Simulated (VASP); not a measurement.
A run of VASP 6.6.1 is set up as follows.

INCAR

```
PREC     = Accurate       # precision mode
ENCUT    = 600            # plane-wave cutoff, eV
EDIFF    = 1E-7           # SCF threshold, eV
ISMEAR   = -1             # smearing method
SIGMA    = 0.02           # smearing width, eV
LREAL    = F              # projectors in reciprocal space
LASPH    = T              # aspherical terms in the spheres
NELM     = 80             # most SCF steps
ALGO     = Normal         # electronic algorithm
ISIF     = 3              # what is computed and relaxed
LWAVE    = F              # write WAVECAR
LCHARG   = F              # write CHGCAR
GGA      = PE             # functional
IBRION   = 2              # ionic algorithm
NSW      = 80             # ionic steps
EDIFFG   = -0.01          # ionic threshold
```

File KPOINTS:

```
regular mesh
0
Gamma
  8 8 8
```

The input POSCAR:

```
GaP
1.0
    0.0000000000      2.7252500000      2.7252500000
    2.7252500000      0.0000000000      2.7252500000
    2.7252500000      2.7252500000      0.0000000000
Ga P
1 1
Direct
    0.0000000000      0.0000000000      0.0000000000
    0.2500000000      0.2500000000      0.2500000000
```

Potentials or basis: VASP PAW PBE potentials, release 64 (Ga_d, P).

The run is started by

```bash
$ cat potpaw_PBE.64/Ga_d/POTCAR potpaw_PBE.64/P/POTCAR > POTCAR
$ mpirun -np 1 vasp_std > vasp.out
```

Task: Predict the space group after relaxing (to 0.05 Å).

Result: F-43m (No. 216).

Task: Predict the band gap on the k mesh.

Result: 1.58 eV, direct.

Task: What does it give for the relaxed volume?

Result: 20.86 Å³/atom.

The path:
```
step  energy change (eV)  largest force (eV/Å)  pressure (GPa)  volume (Å³)
   1              0.0000                0.0000            2.46        40.48
   2             -0.0071                0.0000           -1.06        42.33
   3             -0.0092                0.0000            0.00        41.71
```

A k mesh can miss the band edges. PBE usually gives volumes a little too large and moduli too small.
